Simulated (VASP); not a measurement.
# ZnCd5S6 (P3m1) in VASP: single point with PBE

Aim: the single point of ZnCd5S6 with PBE.

Everything below comes from runs of VASP 6.6.1. Logs are shortened: lines on timing, memory, paths and dates and some standing lists are left out, and cuts for length are marked.

## (1) The cell of the first run

The structure is trigonal, space group P3m1 (No. 156). The conventional cell has a = 4.130 Å, b = 4.130 Å, c = 20.330 Å, α = 90.00°, β = 90.00°, γ = 120.00°. Zn (site symmetry 3m) has 4 S at 2.35 to 2.47 Å within 3.1 Å. Within 3.4 Å of Cd (site symmetry 3m) lie 4 S at 2.55 to 2.56 Å. Within 3.4 Å of Cd (site symmetry 3m) lie 4 S at 2.55 to 2.56 Å. Cd (site symmetry 3m) has 4 S at 2.55 to 2.57 Å within 3.4 Å. Cd (site symmetry 3m) has 4 S at 2.55 to 2.56 Å within 3.4 Å. Within 3.4 Å of Cd (site symmetry 3m) lie 4 S at 2.55 to 2.56 Å. S (site symmetry 3m) has 4 Cd at 2.55 to 2.56 Å within 3.4 Å. Within 3.1 Å of S (site symmetry 3m) lie 1 Zn at 2.35 Å and 3 Cd at 2.55 Å.

## (2) Single point, PBE

Input file INCAR:

```
  ALGO = Normal
  EDIFF = 1E-7
  ENCUT = 520
  GGA = PE
  ISIF = 2
  ISMEAR = 0
  LASPH = T
  LCHARG = F
  LREAL = F
  LWAVE = F
  NBANDS = 66
  NELM = 60
  PREC = Accurate
  SIGMA = 0.02
```

Input file KPOINTS:

```
k-points
0
Gamma
  12 12 2
```

Input file POSCAR:

```
ZnCd5S6
1.0
    4.1298177208      0.0000000000      0.0000000000
   -2.0649088604      3.5765270592      0.0000000000
    0.0000000000      0.0000000000     20.3304015572
Zn Cd S
1 5 6
Direct
    0.6666666667      0.3333333333      0.3333768392
    0.3333333333      0.6666666667      0.8337605717
    0.6666666667      0.3333333333      0.6634216909
    0.3333333333      0.6666666667      0.1745745986
    0.0000000000      0.0000000000      0.4931244276
    0.0000000000      0.0000000000      0.0041636154
    0.3333333333      0.6666666667      0.9595454939
    0.6666666667      0.3333333333      0.4490804270
    0.6666666667      0.3333333333      0.7892011564
    0.3333333333      0.6666666667      0.3008368786
    0.0000000000      0.0000000000      0.6189560895
    0.0000000000      0.0000000000      0.1299601913
```

Potentials or basis: VASP PAW PBE potentials, release 64 (Zn, Cd, S).

Started as:

```console
cat potpaw_PBE.64/Zn/POTCAR potpaw_PBE.64/Cd/POTCAR potpaw_PBE.64/S/POTCAR > POTCAR
mpirun -np 1 vasp_std > vasp.out
```

OUTCAR:

```text
EDIFF = 1E-7
   ENCUT = 520
   GGA = PE
   ISIF = 2
   ISMEAR = 0
   LASPH = T
   LREAL = F
   NELM = 60
   PREC = Accurate

 ion  position               nearest neighbor table
   1  0.667  0.333  0.333-   8 2.35  10 2.47  10 2.47  10 2.47
   2  0.333  0.667  0.834-   9 2.55   9 2.55   9 2.55   7 2.56
   3  0.667  0.333  0.663-  11 2.55  11 2.55  11 2.55   9 2.56
   4  0.333  0.667  0.175-  12 2.55  12 2.55  12 2.55  10 2.57
   5  0.000  0.000  0.493-   8 2.55   8 2.55   8 2.55  11 2.56
   6  0.000  0.000  0.004-   7 2.55   7 2.55   7 2.55  12 2.56
   7  0.333  0.667  0.960-   6 2.55   6 2.55   6 2.55   2 2.56
   8  0.667  0.333  0.449-   1 2.35   5 2.55   5 2.55   5 2.55
   9  0.667  0.333  0.789-   2 2.55   2 2.55   2 2.55   3 2.56
  10  0.333  0.667  0.301-   1 2.47   1 2.47   1 2.47   4 2.57
  11  0.000  0.000  0.619-   3 2.55   3 2.55   3 2.55   5 2.56
  12  0.000  0.000  0.130-   4 2.55   4 2.55   4 2.55   6 2.56

  LATTYP: Found a hexagonal cell.
 ALAT       =     4.1298177208
 C/A-ratio  =     4.9228326603

  Lattice vectors:

 A1 = (   4.1298177208,   0.0000000000,   0.0000000000)
 A2 = (  -2.0649088604,   3.5765270592,   0.0000000000)
 A3 = (   0.0000000000,   0.0000000000,  20.3304015572)

Analysis of symmetry for initial positions (statically):
=====================================================================
 Subroutine PRICEL returns:
 Original cell was already a primitive cell.

 Routine SETGRP: Setting up the symmetry group for a
 hexagonal supercell.

 Subroutine GETGRP returns: Found  6 space group operations
 (whereof  6 operations were pure point group operations)
 out of a pool of 24 trial point group operations.

The static configuration has the point symmetry C_3v.

Analysis of symmetry for dynamics (positions and initial velocities):
=====================================================================
 Subroutine PRICEL returns:
 Original cell was already a primitive cell.

 Routine SETGRP: Setting up the symmetry group for a
 hexagonal supercell.

 Subroutine GETGRP returns: Found  6 space group operations
 (whereof  6 operations were pure point group operations)
 out of a pool of 24 trial point group operations.

The dynamic configuration has the point symmetry C_3v.

 Subroutine INISYM returns: Found  6 space group operations
 (whereof  6 operations are pure point group operations),
 and found     1 'primitive' translations

----------------------------------------------------------------------------------------

                                     Primitive cell

  volume of cell :     300.2883

  direct lattice vectors                    reciprocal lattice vectors
     4.129817721  0.000000000  0.000000000     0.242141438  0.139800424  0.000000000
    -2.064908860  3.576527059  0.000000000     0.000000000  0.279600848  0.000000000
     0.000000000  0.000000000 20.330401557     0.000000000  0.000000000  0.049187420

  length of vectors
     4.129817721  4.129817721 20.330401557     0.279600848  0.279600848  0.049187420

  position of ions in fractional coordinates (direct lattice)
     0.666666667  0.333333333  0.333376839
     0.333333333  0.666666667  0.833760572
     0.666666667  0.333333333  0.663421691
     0.333333333  0.666666667  0.174574599
     0.000000000  0.000000000  0.493124428
     0.000000000  0.000000000  0.004163615
     0.333333333  0.666666667  0.959545494
     0.666666667  0.333333333  0.449080427
     0.666666667  0.333333333  0.789201156
     0.333333333  0.666666667  0.300836879
     0.000000000  0.000000000  0.618956090
     0.000000000  0.000000000  0.129960191

  ion indices of the primitive-cell ions
   primitive index   ion index
                 1           1
                 2           2
                 3           3
                 4           4
                 5           5
                 6           6
                 7           7
                 8           8
                 9           9
                10          10
                11          11
                12          12

----------------------------------------------------------------------------------------

 KPOINTS: k-points

Automatic generation of k-mesh.
 Grid dimensions read from file:
 generate k-points for:   12   12    2

 Generating k-lattice:

  Cartesian coordinates                     Fractional coordinates (reciprocal lattice)
     0.020178453  0.011650035  0.000000000     0.083333333  0.000000000  0.000000000
     0.000000000  0.023300071  0.000000000     0.000000000  0.083333333  0.000000000
     0.000000000  0.000000000  0.024593710     0.000000000  0.000000000  0.500000000

  Length of vectors
     0.023300071  0.023300071  0.024593710

  Shift w.r.t. Gamma in fractional coordinates (k-lattice)
     0.000000000  0.000000000  0.000000000

 Subroutine IBZKPT returns following result:
 ===========================================

 Found     38 irreducible k-points:

 Following reciprocal coordinates:
            Coordinates               Weight
  0.000000  0.000000  0.000000      1.000000
  0.083333 -0.000000  0.000000      6.000000
  0.166667 -0.000000  0.000000      6.000000
  0.250000 -0.000000  0.000000      6.000000
  0.333333 -0.000000  0.000000      6.000000
  0.416667  0.000000  0.000000      6.000000
[... 16 lines left out ...]
  0.250000 -0.000000  0.500000      6.000000
  0.333333 -0.000000  0.500000      6.000000
 [... further k-points ...]
   k-points           NKPTS =     38   k-points in BZ     NKDIM =     38   number of bands    NBANDS=     66
   number of dos      NEDOS =    301   number of ions     NIONS =     12
   total plane-waves  NPLWV = 163840
   dimension x,y,z NGX =    32 NGY =   32 NGZ =  160
   dimension x,y,z NGXF=    64 NGYF=   64 NGZF=  320
   ions per type =               1   5   6
   NGX,Y,Z   is equivalent  to a cutoff of  12.88, 12.88, 13.08 a.u.
   NGXF,Y,Z  is equivalent  to a cutoff of  25.76, 25.76, 26.17 a.u.
 SYSTEM =  unknown system
   PREC   = accura    normal or accurate (medium, high low for compatibility)
   ISTART =      0    job   : 0-new  1-cont  2-samecut
   ICHARG =      2    charge: 1-file 2-atom 10-const
   ISPIN  =      1    spin polarized calculation?
   LNONCOLLINEAR =      F non collinear calculations
   LSORBIT =      F    spin-orbit coupling
   LASPH  =      T    aspherical Exc in radial PAW
   ENCUT  =  520.0 eV  38.22 Ry    6.18 a.u.   7.68  7.68 37.80*2*pi/ulx,y,z
   NELM   =     60;   NELMIN=  2; NELMDL= -5     # of ELM steps
   EDIFF  = 0.1E-06   stopping-criterion for ELM
   LREAL  =      F    real-space projection
   EDIFFG = 0.1E-05   stopping-criterion for IOM
   NSW    =      0    number of steps for IOM
   IBRION =     -1    ionic relax: 0-MD 1-quasi-New 2-CG
   NFREE  =      0    steps in history (QN), initial steepest desc. (CG)
   ISIF   =      2    stress and relaxation
   ISYM   =      2    0-nonsym 1-usesym 2-fastsym
   POTIM  = 0.5000    time-step for ionic-motion
   TEBEG  =    0.0;   TEEND  =   0.0 temperature during run
   PSTRESS=    0.0 pullay stress
   NELECT =     108.0000    total number of electrons
   NUPDOWN=      -1.0000    fix difference up-down
   EMIN   =  10.00;   EMAX   =-10.00  energy-range for DOS
   EFERMI =   0.00;   METHOD = LEGACY
   ISMEAR =     0;   SIGMA  =   0.02  broadening in eV -4-tet -1-fermi 0-gaus
   EFERMI_NEDOS =   21; number of points for ismear=-14 and -15
   IALGO  =     38    algorithm
   IMIX   =      4    mixing-type and parameters
     AMIX     =   0.40;   BMIX     =  1.00
     AMIX_MAG =   1.60;   BMIX_MAG =  1.00
  volume/ion in A,a.u.               =      25.02       168.87
  Fermi-wavevector in a.u.,A,eV,Ry     =   1.164224  2.200065 18.441582  1.355418
  Thomas-Fermi vector in A             =   2.300765
   LORBIT       =      0    0 simple, 1 ext, 2 COOP (PROOUT), +10 PAW based schemes
   GGA     = PE    functional components
   LHFCALC =     F    Hartree Fock is set to
   AEXX    =    0.0000 exact exchange contribution
   IVDW    =     0    specifies the selected vdW correction
   LEPSILON=     F    determine dielectric tensor
   LRPA    =     F    only Hartree local field effects (RPA)
 non-spin polarized calculation
 Gauss-broadening in eV      SIGMA  =   0.02
  energy-cutoff  :      520.00
  volume of cell :      300.29
 maximum number of plane-waves:      8140
 NGX is ok and might be reduce to    32
   NGX = 15   NGY = 15   NGZ = 75

 number of electron     108.0000001 magnetization

 Free energy of the ion-electron system (eV)
  ---------------------------------------------------
  ext. energy  EPLUGINS =         0.00000000
  ---------------------------------------------------
  free energy    TOTEN  =       -37.38317595 eV

  energy without entropy =      -37.38317595  energy(sigma->0) =      -37.38317595

 E-fermi :   1.2154     XC(G=0):  -9.0190

 val. band max:        1.0936585660   @ k =   0.0000   0.0000   0.0000
 cond. band min:       2.2012482567   @ k =   0.0000   0.0000   0.0000
 fundamental gap:      1.1075896907
 Fermi energy:         1.2154387017

 k-point     1 :       0.0000    0.0000    0.0000
  band No.  band energies     occupation
      1     -11.2254      2.00000
      2     -11.0481      2.00000
      3     -10.9949      2.00000
      4     -10.8246      2.00000
      5     -10.7881      2.00000
      6     -10.6837      2.00000
[... 58 lines left out ...]
     65       7.5180      0.00000
     66       7.6023      0.00000

 k-point     2 :       0.0833   -0.0000    0.0000
  band No.  band energies     occupation
      1     -11.1981      2.00000
      2     -11.0255      2.00000
      3     -10.9735      2.00000
      4     -10.8092      2.00000
      5     -10.7730      2.00000
      6     -10.6715      2.00000
[... 1507 lines left out ...]
     65       7.3892      0.00000
     66       7.4653      0.00000

 k-point    24 :       0.3333   -0.0000    0.5000
  band No.  band energies     occupation
      1     -10.8930      2.00000
      2     -10.7937      2.00000
      3     -10.7218      2.00000
      4     -10.6856      2.00000
      5     -10.6158      2.00000
      6     -10.5580      2.00000
[... 58 lines left out ...]
     65       7.4736      0.00000
     66       7.7762      0.00000

 [... further k-points ...]

------------------------ aborting loop because EDIFF is reached ----------------------------------------

  FORCE on cell =-STRESS in cart. coord.  units (eV):
  Direction    XX          YY          ZZ          XY          YZ          ZX
  --------------------------------------------------------------------------------------
  -------------------------------------------------------------------------------------
  Total        0.5232961      0.5232961      0.5383208      0.0000000      0.0000000      0.0000000
  in kB        2.7920276      2.7920276      2.8721915      0.0000000      0.0000000      0.0000000
  external PRESSURE =       2.8187489 kB  Pullay stress =       0.0000000 kB

 VOLUME and BASIS-vectors are now :
 -----------------------------------------------------------------------------
  energy-cutoff  :      520.00
  volume of cell :      300.29
      direct lattice vectors                 reciprocal lattice vectors
     4.129817721  0.000000000  0.000000000     0.242141438  0.139800424  0.000000000
    -2.064908860  3.576527059  0.000000000     0.000000000  0.279600848  0.000000000
     0.000000000  0.000000000 20.330401557     0.000000000  0.000000000  0.049187420

 POSITION                                       TOTAL-FORCE (eV/Angst)
 -----------------------------------------------------------------------------------
      2.06491      1.19218      6.77769         0.000000      0.000000     -0.004071
     -0.00000      2.38435     16.95069         0.000000      0.000000     -0.000510
      2.06491      1.19218     13.48763         0.000000     -0.000000      0.000502
     -0.00000      2.38435      3.54917        -0.000000     -0.000000      0.002997
      0.00000      0.00000     10.02542         0.000000     -0.000000      0.000420
      0.00000      0.00000      0.08465        -0.000000      0.000000      0.000005
     -0.00000      2.38435     19.50795         0.000000     -0.000000     -0.000564
      2.06491      1.19218      9.12999        -0.000000      0.000000     -0.020321
      2.06491      1.19218     16.04478        -0.000000      0.000000      0.000166
     -0.00000      2.38435      6.11613         0.000000      0.000000      0.021285
      0.00000      0.00000     12.58363        -0.000000      0.000000     -0.000303
      0.00000      0.00000      2.64214         0.000000      0.000000      0.000394
 -----------------------------------------------------------------------------------
    total drift:                               -0.000004      0.000002      0.000041

  FREE ENERGIE OF THE ION-ELECTRON SYSTEM (eV)
  ---------------------------------------------------
  free  energy   TOTEN  =       -37.3831759451 eV

  energy  without entropy=      -37.3831759451  energy(sigma->0) =      -37.38317595
```

It took 19 min on 1 thread of Oxide Virtual Turin-like, shared host; peak memory 0.77 GiB.

What came out:

```yaml
Free_energy: -37.3832 eV
Pressure: 0.3 GPa
Largest_force: 0.021 eV/Å
Band_gap_on_the_k_mesh: 1.11 eV
```

Forces on the atoms (eV/Å):
```
Zn   0.000  0.000 -0.004
Cd   0.000  0.000 -0.001
Cd   0.000  0.000  0.001
Cd   0.000  0.000  0.003
Cd   0.000  0.000  0.000
Cd   0.000  0.000  0.000
S    0.000  0.000 -0.001
S    0.000  0.000 -0.020
S    0.000  0.000  0.000
S    0.000  0.000  0.021
S    0.000  0.000  0.000
S    0.000  0.000  0.000
```

Levels at points of the mesh, in eV from the valence-band top:
```csv
k point,band 50,band 51,band 52,band 53,band 54,band 55,band 56,band 57,band 58,band 59
"(0.00, 0.00, 0.00)",-0.17,-0.17,-0.08,0.00,0.00,1.11,2.16,2.39,2.77,3.01
"(0.50, 0.00, 0.00)",-1.24,-1.03,-0.97,-0.89,-0.70,3.04,3.37,3.60,3.70,3.89
"(0.00, 0.00, 0.50)",-0.34,-0.09,-0.09,-0.03,-0.03,1.56,1.62,2.58,2.87,2.92
"(0.50, 0.00, 0.50)",-1.23,-1.04,-0.99,-0.81,-0.76,3.08,3.17,3.66,3.87,3.96
```
